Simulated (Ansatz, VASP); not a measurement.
## SnTe: VASP beside Ansatz

```
CELL_PARAMETERS angstrom
4.20457 0.00000 0.00000
-2.10229 3.64127 0.00000
0.00000 0.00000 23.87065
ATOMIC_POSITIONS crystal
Sn 0.33333 0.66667 0.15474
Sn 0.66667 0.33333 0.65474
Sn 0.33333 0.66667 0.34526
Sn 0.66667 0.33333 0.84526
Te 0.33333 0.66667 0.58450
Te 0.66667 0.33333 0.08450
Te 0.33333 0.66667 0.91550
Te 0.66667 0.33333 0.41550
```

Change from the starting cell: species swapped into the GaSe type (P6_3/mmc, No. 194).

Alike in both runs: functional PBE; k mesh 6 × 6 × 2; occupations gaussian, width 0.02 eV; no spin polarisation.

Ansatz relaxed the structure, and its values are those at the end. VASP's run is a single point on that final structure, the one shown.

```csv
,VASP,Ansatz
version,VASP 6.6.1,Ansatz 0.2.0
potentials or method,"VASP PAW PBE potentials, release 64 (Sn_d, Te), cutoff 520 eV","scalar-relativistic, plane waves, PAW"
valence electrons in the cell,80,120
```

|  | VASP | Ansatz | Ansatz less VASP |
| --- | --- | --- | --- |
| gap on the k mesh at the Fermi level (eV) | 0.91 | 0.93 | +0.018 |
| least direct gap on the mesh (eV) | 1.10 | 1.14 | +0.038 |
| pressure (GPa) | 0.0 | 0.0 | -0.02 |
| rms of the force components (eV/Å) | 0.016 | 0.001 | -0.0154 |

VASP's potentials hold 80 valence electrons a cell and Ansatz's 120, so a difference there can come from the potentials and not from the codes.

Neither program's run includes spin-orbit coupling.
